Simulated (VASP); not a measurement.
# MgGeSb2 (P-4m2) in VASP: notebook

MgGeSb2 is run at these levels: LDA, PBEsol, PBE, r2SCAN; tasks: single point.

Program: VASP 6.6.1. These are calculated values, not measurements. Logs are shortened: lines on timing, memory, paths and dates and some standing lists are left out, and cuts for length are marked.

### 1 The cell of the first run

The structure is tetragonal, space group P-4m2 (No. 115). The conventional cell has a = 4.349 Å, b = 4.349 Å, c = 6.394 Å, α = 90.00°, β = 90.00°, γ = 90.00°. Mg (site symmetry -4m2) has 4 Sb at 2.74 Å within 3.6 Å. Sb (site symmetry 2mm) has 2 Ge at 2.66 Å and 2 Mg at 2.74 Å within 3.5 Å. Ge (site symmetry -4m2) has 4 Sb at 2.66 Å within 3.5 Å.

### 2 Single point, LDA

INCAR reads:

```
PREC = Accurate
ENCUT = 520
EDIFF = 1E-6
ISMEAR = -1
SIGMA = 0.02
LREAL = F
LASPH = T
NELM = 60
ALGO = Normal
ISIF = 2
LWAVE = F
LCHARG = F
NBANDS = 21
```

KPOINTS reads:

```
Automatic mesh
0
Gamma
  6 6 4
```

POSCAR reads:

```
MgGeSb2
1.0
    4.3490991935      0.0000000000      0.0000000000
    0.0000000000      4.3490991935      0.0000000000
    0.0000000000      0.0000000000      6.3936762230
Mg Sb Ge
1 2 1
Direct
    0.0000000000      0.0000000000      0.0000000000
    0.0000000000      0.5000000000      0.2599339403
    0.5000000000      0.0000000000      0.7400660597
    0.5000000000      0.5000000000      0.5000000000
```

Potentials or basis: VASP PAW LDA potentials, release 64 (Mg, Sb, Ge_d).

On the command line:

```bash
$ cat potpaw_LDA.64/Mg/POTCAR potpaw_LDA.64/Sb/POTCAR potpaw_LDA.64/Ge_d/POTCAR > POTCAR
$ mpirun -np 1 vasp_std > vasp.out
```

OUTCAR:

```text
PREC = Accurate
   ENCUT = 520
   EDIFF = 1E-6
   ISMEAR = -1
   LREAL = F
   LASPH = T
   NELM = 60
   ISIF = 2

 ion  position               nearest neighbor table
   1  0.000  0.000  0.000-   2 2.74   3 2.74   2 2.74   3 2.74
   2  0.000  0.500  0.260-   4 2.66   4 2.66   1 2.74   1 2.74
   3  0.500  0.000  0.740-   4 2.66   4 2.66   1 2.74   1 2.74
   4  0.500  0.500  0.500-   2 2.66   3 2.66   3 2.66   2 2.66

  LATTYP: Found a simple tetragonal cell.
 ALAT       =     4.3490991935
 C/A-ratio  =     1.4701150603

  Lattice vectors:

 A1 = (   4.3490991935,   0.0000000000,   0.0000000000)
 A2 = (   0.0000000000,   4.3490991935,   0.0000000000)
 A3 = (   0.0000000000,   0.0000000000,   6.3936762230)

Analysis of symmetry for initial positions (statically):
=====================================================================
 Subroutine PRICEL returns:
 Original cell was already a primitive cell.

 Routine SETGRP: Setting up the symmetry group for a
 simple tetragonal supercell.

 Subroutine GETGRP returns: Found  8 space group operations
 (whereof  8 operations were pure point group operations)
 out of a pool of 16 trial point group operations.

The static configuration has the point symmetry D_2d.

Analysis of symmetry for dynamics (positions and initial velocities):
=====================================================================
 Subroutine PRICEL returns:
 Original cell was already a primitive cell.

 Routine SETGRP: Setting up the symmetry group for a
 simple tetragonal supercell.

 Subroutine GETGRP returns: Found  8 space group operations
 (whereof  8 operations were pure point group operations)
 out of a pool of 16 trial point group operations.

The dynamic configuration has the point symmetry D_2d.

 Subroutine INISYM returns: Found  8 space group operations
 (whereof  8 operations are pure point group operations),
 and found     1 'primitive' translations

----------------------------------------------------------------------------------------

                                     Primitive cell

  volume of cell :     120.9342

  direct lattice vectors                    reciprocal lattice vectors
     4.349099193  0.000000000  0.000000000     0.229932672  0.000000000  0.000000000
     0.000000000  4.349099193  0.000000000     0.000000000  0.229932672  0.000000000
     0.000000000  0.000000000  6.393676223     0.000000000  0.000000000  0.156404542

  length of vectors
     4.349099193  4.349099193  6.393676223     0.229932672  0.229932672  0.156404542

  position of ions in fractional coordinates (direct lattice)
[... 84 lines left out ...]
   LREAL  =      F    real-space projection
   EDIFFG = 0.1E-04   stopping-criterion for IOM
   NSW    =      0    number of steps for IOM
   IBRION =     -1    ionic relax: 0-MD 1-quasi-New 2-CG
   NFREE  =      0    steps in history (QN), initial steepest desc. (CG)
   ISIF   =      2    stress and relaxation
   ISYM   =      2    0-nonsym 1-usesym 2-fastsym
   POTIM  = 0.5000    time-step for ionic-motion
   TEBEG  =    0.0;   TEEND  =   0.0 temperature during run
   PSTRESS=    0.0 pullay stress
   NELECT =      26.0000    total number of electrons
   NUPDOWN=      -1.0000    fix difference up-down
   EMIN   =  10.00;   EMAX   =-10.00  energy-range for DOS
   EFERMI =   0.00;   METHOD = LEGACY
   ISMEAR =    -1;   SIGMA  =   0.02  broadening in eV -4-tet -1-fermi 0-gaus
   EFERMI_NEDOS =   21; number of points for ismear=-14 and -15
   IALGO  =     38    algorithm
   IMIX   =      4    mixing-type and parameters
     AMIX     =   0.40;   BMIX     =  1.00
     AMIX_MAG =   1.60;   BMIX_MAG =  1.00
  volume/ion in A,a.u.               =      30.23       204.03
  Fermi-wavevector in a.u.,A,eV,Ry     =   0.980730  1.853311 13.086514  0.961832
  Thomas-Fermi vector in A             =   2.111683
   LORBIT       =      0    0 simple, 1 ext, 2 COOP (PROOUT), +10 PAW based schemes
   GGA     = CA    functional components
   LHFCALC =     F    Hartree Fock is set to
   AEXX    =    0.0000 exact exchange contribution
   IVDW    =     0    specifies the selected vdW correction
   LEPSILON=     F    determine dielectric tensor
   LRPA    =     F    only Hartree local field effects (RPA)
 non-spin polarized calculation
  energy-cutoff  :      520.00
  volume of cell :      120.93
 maximum number of plane-waves:      3288
   NGX = 17   NGY = 17   NGZ = 23

 number of electron      25.9999975 magnetization

 Free energy of the ion-electron system (eV)
  ---------------------------------------------------
  ext. energy  EPLUGINS =         0.00000000
  ---------------------------------------------------
  free energy    TOTEN  =       -16.60047224 eV

  energy without entropy =      -16.59860050  energy(sigma->0) =      -16.59953637

 E-fermi :   4.1033     XC(G=0):  -8.8938

 val. band max:        3.9584388575   @ k =   0.3333   0.0000   0.0000
 cond. band min:       4.1058442269   @ k =   0.1667   0.0000   0.0000
 fundamental gap:      0.1474053694
 Fermi energy:         4.1033229726

 k-point     1 :       0.0000    0.0000    0.0000
  band No.  band energies     occupation
      1     -21.0732      2.00000
      2     -21.0732      2.00000
      3     -21.0718      2.00000
      4     -21.0626      2.00000
      5     -21.0499      2.00000
      6      -7.5863      2.00000
[... 565 lines left out ...]
     20      10.2359      0.00000
     21      10.3525      0.00000

 [... further k-points ...]

------------------------ aborting loop because EDIFF is reached ----------------------------------------

  FORCE on cell =-STRESS in cart. coord.  units (eV):
  Direction    XX          YY          ZZ          XY          YZ          ZX
  --------------------------------------------------------------------------------------
  -------------------------------------------------------------------------------------
  Total        0.0361039      0.0361039     -0.0091953      0.0000000      0.0000000      0.0000000
  in kB        0.4783162      0.4783162     -0.1218227      0.0000000      0.0000000      0.0000000
  external PRESSURE =       0.2782699 kB  Pullay stress =       0.0000000 kB

 VOLUME and BASIS-vectors are now :
 -----------------------------------------------------------------------------
  energy-cutoff  :      520.00
  volume of cell :      120.93
      direct lattice vectors                 reciprocal lattice vectors
     4.349099193  0.000000000  0.000000000     0.229932672  0.000000000  0.000000000
     0.000000000  4.349099193  0.000000000     0.000000000  0.229932672  0.000000000
     0.000000000  0.000000000  6.393676223     0.000000000  0.000000000  0.156404542

 POSITION                                       TOTAL-FORCE (eV/Angst)
 -----------------------------------------------------------------------------------
      0.00000      0.00000      0.00000         0.000000     -0.000000      0.000000
      0.00000      2.17455      1.66193         0.000000     -0.000000     -0.022305
      2.17455      0.00000      4.73174        -0.000000     -0.000000      0.022305
      2.17455      2.17455      3.19684         0.000000      0.000000      0.000000
 -----------------------------------------------------------------------------------
    total drift:                                0.000000      0.000000     -0.000000

  FREE ENERGIE OF THE ION-ELECTRON SYSTEM (eV)
  ---------------------------------------------------
  free  energy   TOTEN  =       -16.6004722409 eV

  energy  without entropy=      -16.5986004985  energy(sigma->0) =      -16.59953637
```

OSZICAR:

```text
N       E                     dE             d eps       ncg     rms          rms(c)
DAV:   1     0.175362013648E+03    0.17536E+03   -0.11452E+04  1393   0.159E+03
DAV:   2     0.701303190448E+01   -0.16835E+03   -0.16213E+03  1386   0.425E+02
DAV:   3    -0.159592890111E+02   -0.22972E+02   -0.22731E+02  1543   0.108E+02
DAV:   4    -0.168686994575E+02   -0.90941E+00   -0.90847E+00  1491   0.237E+01
DAV:   5    -0.168896042097E+02   -0.20905E-01   -0.20904E-01  1509   0.412E+00    0.448E+00
DAV:   6    -0.166803527724E+02    0.20925E+00   -0.16322E-01  1465   0.243E+00    0.265E+00
DAV:   7    -0.166015008370E+02    0.78852E-01   -0.20352E-01  1370   0.186E+00    0.460E-01
DAV:   8    -0.166004729868E+02    0.10279E-02   -0.13557E-02  1458   0.104E+00    0.215E-01
DAV:   9    -0.166005185789E+02   -0.45592E-04   -0.17075E-03  1622   0.378E-01    0.528E-02
DAV:  10    -0.166004661160E+02    0.52463E-04   -0.25920E-04  1510   0.140E-01    0.316E-02
DAV:  11    -0.166004758067E+02   -0.96907E-05   -0.84962E-05  1665   0.757E-02    0.127E-02
DAV:  12    -0.166004716846E+02    0.41221E-05   -0.23178E-05  1675   0.456E-02    0.414E-03
DAV:  13    -0.166004722409E+02   -0.55635E-06   -0.22859E-06  1347   0.835E-03
   1 F= -.16600472E+02 E0= -.16599536E+02  d E =-.187174E-02
```

It took 1.7 min on 1 thread of Oxide Virtual Turin-like, shared host; peak memory 0.2 GiB.

Results:

```
Free energy            : -16.6005 eV
Pressure               : 0.0 GPa
Largest force          : 0.022 eV/Å
Band gap on the k mesh : zero (bands 13 and 14 overlap by 0.27 eV)
```

Forces on the atoms (eV/Å):
```
Mg   0.000  0.000  0.000
Sb   0.000  0.000 -0.022
Sb   0.000  0.000  0.022
Ge   0.000  0.000  0.000
```

Caveat: semilocal functionals underestimate gaps, and a narrow one can read as zero; spin-orbit coupling is left out, which moves the levels of the heavy elements.

### 3 Single point, PBEsol

This run uses another cell than the first one, of 31.15 Å³/atom.

INCAR reads:

```
  PREC = Accurate
  ENCUT = 520
  EDIFF = 1E-6
  ISMEAR = -1
  SIGMA = 0.02
  LREAL = F
  LASPH = T
  NELM = 100
  ALGO = Normal
  ISIF = 2
  LWAVE = F
  LCHARG = F
  GGA = PS
  NBANDS = 21
```

KPOINTS reads:

```
regular mesh
0
Gamma
  6 6 4
```

POSCAR reads:

```
MgGeSb2
1.0
    4.3902332476      0.0000000000      0.0000000000
    0.0000000000      4.3902332476      0.0000000000
    0.0000000000      0.0000000000      6.4637577896
Mg Sb Ge
1 2 1
Direct
    0.0000000000      0.0000000000      0.0000000000
    0.0000000000      0.5000000000      0.2607200614
    0.5000000000      0.0000000000      0.7392799386
    0.5000000000      0.5000000000      0.5000000000
```

Potentials or basis: VASP PAW PBE potentials, release 64 (Mg, Sb, Ge_d).

On the command line:

```bash
$ cat potpaw_PBE.64/Mg/POTCAR potpaw_PBE.64/Sb/POTCAR potpaw_PBE.64/Ge_d/POTCAR > POTCAR
$ mpirun -np 1 vasp_std > vasp.out
```

Wall time 2 min (1 thread of Oxide Virtual Turin-like, shared host); peak memory 0.25 GiB.

It converged, with:

```
Free energy            : -15.6797 eV
Pressure               : 0.1 GPa
Largest force          : 0.009 eV/Å
Band gap on the k mesh : zero (bands 13 and 14 overlap by 0.26 eV)
```

Forces in eV/Å, atoms in the order of the input:
```
Mg   0.000  0.000  0.000
Sb   0.000  0.000 -0.009
Sb   0.000  0.000  0.009
Ge   0.000  0.000  0.000
```

Levels at points of the mesh, in eV from the Fermi level:
```tsv
k point	band 11	band 12	band 13	band 14	band 15	band 16
(0.00, 0.00, 0.00)	-0.82	-0.48	0.04	0.04	0.69	2.68
(0.50, 0.00, 0.00)	-3.08	-2.09	-0.26	0.62	3.32	3.38
(0.50, 0.50, 0.00)	-2.58	-2.58	-1.50	0.13	1.14	1.14
(0.00, 0.00, 0.50)	-2.48	-0.64	-0.64	0.51	0.71	3.13
(0.50, 0.00, 0.50)	-1.79	-0.98	-0.61	-0.22	2.21	2.84
(0.50, 0.50, 0.50)	-2.95	-2.95	-2.52	2.23	3.40	3.49
```

Caveat: semilocal functionals underestimate gaps, and a narrow one can read as zero; the PAW data sets were made with another functional, which shifts forces and pressure a little; spin-orbit coupling is left out, which moves the levels of the heavy elements.

### 4 Single point, PBE

This run uses another cell than the first one, of 31.47 Å³/atom.

INCAR reads:

```
SYSTEM = MgGeSb2
PREC = Accurate
ENCUT = 520
EDIFF = 1E-7
ISMEAR = -1
SIGMA = 0.02
LREAL = .FALSE.
LASPH = .TRUE.
NELM = 60
ALGO = Normal
ISIF = 2
LWAVE = .FALSE.
LCHARG = .FALSE.
GGA = PE
NBANDS = 21
```

KPOINTS reads:

```
Automatic mesh
0
G
  6 6 4
  0 0 0
```

POSCAR reads:

```
MgGeSb2
1.0
    4.4024110354      0.0000000000      0.0000000000
    0.0000000000      4.4024110354      0.0000000000
    0.0000000000      0.0000000000      6.4951828979
Mg Sb Ge
1 2 1
Direct
    0.0000000000      0.0000000000      0.0000000000
    0.0000000000      0.5000000000      0.2607511150
    0.5000000000      0.0000000000      0.7392488850
    0.5000000000      0.5000000000      0.5000000000
```

On the command line:

```bash
$ cat potpaw_PBE.64/Mg/POTCAR potpaw_PBE.64/Sb/POTCAR potpaw_PBE.64/Ge_d/POTCAR > POTCAR
$ mpirun -np 1 vasp_std > vasp.out
```

It took 2.5 min on 1 thread of Oxide Virtual Turin-like, shared host; peak memory 0.25 GiB.

Results (log left out):

```
Free energy            : -14.3769 eV
Pressure               : 1.4 GPa
Largest force          : 0.118 eV/Å
Band gap on the k mesh : zero (bands 13 and 14 overlap by 0.25 eV)
```

Forces in eV/Å, atoms in the order of the input:
```
Mg   0.000  0.000  0.000
Sb   0.000  0.000 -0.118
Sb   0.000  0.000  0.118
Ge   0.000  0.000  0.000
```

Stress tensor (GPa, compression positive):
```
1.38 0.00 0.00
0.00 1.38 0.00
0.00 0.00 1.30
```

Levels at points of the mesh, in eV from the Fermi level:
```
           k point  band 10  band 11  band 12  band 13  band 14  band 15  band 16  band 17
(0.00, 0.00, 0.00)    -2.64    -0.80    -0.50     0.03     0.03     0.76     2.73     2.79
(0.50, 0.00, 0.00)    -3.09    -3.04    -2.07    -0.26     0.64     3.33     3.37     3.57
(0.50, 0.50, 0.00)    -3.37    -2.55    -2.55    -1.49     0.18     1.22     1.22     2.41
(0.00, 0.00, 0.50)    -2.45    -2.45    -0.63    -0.63     0.54     0.76     3.21     3.85
(0.50, 0.00, 0.50)    -2.03    -1.79    -0.99    -0.58    -0.22     2.20     2.86     2.88
(0.50, 0.50, 0.50)    -3.13    -2.90    -2.90    -2.47     2.20     3.45     3.51     3.51
```

Caveat: semilocal functionals underestimate gaps, and a narrow one can read as zero; spin-orbit coupling is left out, which moves the levels of the heavy elements.

### 5 Single point, LDA

This run uses another cell than the first one, of 31.47 Å³/atom.

INCAR reads:

```
  PREC = Accurate
  ENCUT = 520
  EDIFF = 1E-6
  ISMEAR = -1
  SIGMA = 0.02
  LREAL = F
  LASPH = T
  NELM = 100
  ALGO = Normal
  ISIF = 2
  LWAVE = F
  LCHARG = T
  GGA = CA
  LELF = T
  LVHAR = T
  NBANDS = 21
```

KPOINTS reads:

```
Automatic mesh
0
Gamma
  6 6 4
```

POSCAR is that of step 4.

Potentials or basis: VASP PAW LDA potentials, release 64 (Mg, Sb, Ge_d).

On the command line:

```bash
$ cat potpaw_LDA.64/Mg/POTCAR potpaw_LDA.64/Sb/POTCAR potpaw_LDA.64/Ge_d/POTCAR > POTCAR
$ mpirun -np 1 vasp_std > vasp.out
```

It took 2.4 min on 1 thread of Oxide Virtual Turin-like, shared host; peak memory 0.22 GiB.

It converged, with:

| Quantity | Value |
| --- | --- |
| Free energy | -16.5746 eV |
| Pressure | -1.7 GPa |
| Band gap on the k mesh | zero (bands 13 and 14 overlap by 0.25 eV) |

Stress tensor (GPa, compression positive):
```
-1.58  0.00  0.00
 0.00 -1.58  0.00
 0.00  0.00 -1.83
```

Levels at points of the mesh, in eV from the Fermi level:
```tsv
k point	band 10	band 11	band 12	band 13	band 14	band 15	band 16	band 17
(0.00, 0.00, 0.00)	-2.61	-0.87	-0.47	0.06	0.06	0.73	2.63	2.80
(0.50, 0.00, 0.00)	-3.07	-3.02	-2.03	-0.23	0.60	3.29	3.36	3.55
(0.50, 0.50, 0.00)	-3.35	-2.53	-2.53	-1.46	0.14	1.18	1.18	2.36
(0.00, 0.00, 0.50)	-2.41	-2.41	-0.61	-0.61	0.51	0.73	3.16	3.80
(0.50, 0.00, 0.50)	-2.00	-1.77	-0.96	-0.61	-0.19	2.14	2.85	2.88
(0.50, 0.50, 0.50)	-3.11	-2.88	-2.88	-2.45	2.16	3.42	3.48	3.48
```

Caveat: semilocal functionals underestimate gaps, and a narrow one can read as zero; spin-orbit coupling is left out, which moves the levels of the heavy elements.

### 6 Single point, r2SCAN

This run uses another cell than the first one, of 31.47 Å³/atom.

POSCAR is that of step 5.

INCAR.step1 reads:

```
ALGO = Normal
EDIFF = 1E-4
ENCUT = 520
GGA = PE
ISMEAR = -1
LASPH = True
LCHARG = False
LREAL = False
LWAVE = True
NBANDS = 21
NELM = 60
PREC = Accurate
SIGMA = 0.02
```

INCAR.step2 reads:

```
ALGO = Normal
EDIFF = 1E-6
ENCUT = 520
ISIF = 2
ISMEAR = -1
ISTART = 1
LASPH = True
LCHARG = False
LMIXTAU = True
LREAL = False
LWAVE = False
METAGGA = R2SCAN
NBANDS = 21
NELM = 60
PREC = Accurate
SIGMA = 0.02
```

KPOINTS reads:

```
k-points
0
Gamma
  6 6 4
```

Potentials or basis: VASP PAW PBE potentials, release 64 (Mg, Sb, Ge_d).

On the command line:

```bash
$ cat potpaw_PBE.64/Mg/POTCAR potpaw_PBE.64/Sb/POTCAR potpaw_PBE.64/Ge_d/POTCAR > POTCAR
$ cp INCAR.step1 INCAR
$ mpirun -np 1 vasp_std > vasp.out
$ cp INCAR.step2 INCAR
$ mpirun -np 1 vasp_std > vasp.out
```

Run time: 8.4 min. Hardware: 1 thread of Oxide Virtual Turin-like, shared host; peak memory 0.26 GiB.

Results (log left out):

```yaml
Free_energy: -69.7161 eV
Pressure: 0.1 GPa
Largest_force: 0.027 eV/Å
Band_gap_on_the_k_mesh: zero (bands 13 and 14 overlap by 0.27 eV)
```

Forces in eV/Å, atoms in the order of the input:
```
Mg   0.000  0.000  0.000
Sb   0.000  0.000 -0.027
Sb   0.000  0.000  0.027
Ge   0.000  0.000  0.000
```

Levels at points of the mesh, in eV from the Fermi level:
| k point | band 9 | band 10 | band 11 | band 12 | band 13 | band 14 | band 15 | band 16 | band 17 | band 18 |
| --- | --- | --- | --- | --- | --- | --- | --- | --- | --- | --- |
| (0.00, 0.00, 0.00) | -2.76 | -2.76 | -0.58 | -0.53 | 0.02 | 0.02 | 0.96 | 3.03 | 3.03 | 3.26 |
| (0.50, 0.00, 0.00) | -3.30 | -3.14 | -3.13 | -2.16 | -0.28 | 0.84 | 3.61 | 3.63 | 3.89 | 5.29 |
| (0.50, 0.50, 0.00) | -3.69 | -3.52 | -2.66 | -2.66 | -1.57 | 0.35 | 1.47 | 1.47 | 2.81 | 7.14 |
| (0.00, 0.00, 0.50) | -2.72 | -2.56 | -2.56 | -0.65 | -0.65 | 0.71 | 0.94 | 3.60 | 4.26 | 4.38 |
| (0.50, 0.00, 0.50) | -4.59 | -2.12 | -1.84 | -1.04 | -0.40 | -0.24 | 2.64 | 3.10 | 3.12 | 4.41 |
| (0.50, 0.50, 0.50) | -3.94 | -3.17 | -3.01 | -3.01 | -2.56 | 2.46 | 3.73 | 3.79 | 3.79 | 4.35 |

Caveat: semilocal functionals underestimate gaps, and a narrow one can read as zero; the PAW data sets were made with another functional, which shifts forces and pressure a little; spin-orbit coupling is left out, which moves the levels of the heavy elements.

### 7 Overview

| level | potentials or basis | cell | gap on the mesh (eV) | pressure (GPa) | largest force (eV/Å) |
| --- | --- | --- | --- | --- | --- |
| LDA | VASP PAW LDA potentials, release 64 (Mg, Sb, Ge_d) | a = 4.349, b = 4.349, c = 6.394 Å, 4 atoms, atomic positions A | none | 0.0 | 0.02 |
| PBEsol | VASP PAW PBE potentials, release 64 (Mg, Sb, Ge_d) | a = 4.390, b = 4.390, c = 6.464 Å, 4 atoms, atomic positions B | none | 0.1 | 0.01 |
| PBE | VASP PAW PBE potentials, release 64 (Mg, Sb, Ge_d) | a = 4.402, b = 4.402, c = 6.495 Å, 4 atoms, atomic positions B | none | 1.4 | 0.12 |
| LDA | VASP PAW LDA potentials, release 64 (Mg, Sb, Ge_d) | a = 4.402, b = 4.402, c = 6.495 Å, 4 atoms, atomic positions B | none | -1.7 | - |
| r2SCAN | VASP PAW PBE potentials, release 64 (Mg, Sb, Ge_d) | a = 4.402, b = 4.402, c = 6.495 Å, 4 atoms, atomic positions B | none | 0.1 | 0.03 |

Alike in all rows: task single point; no spin polarisation; k mesh 6 × 6 × 4; cutoff (eV) 520; smearing fermi-dirac 0.02 eV.

Caveats: semilocal functionals underestimate gaps, and a narrow one can read as zero; spin-orbit coupling is left out, which moves the levels of the heavy elements; the PAW data sets were made with another functional, which shifts forces and pressure a little (at least some runs).

Absolute energies hang on the potentials; compare differences alone.

The gap in the log of VASP goes by the Fermi energy; the results here count the filled bands.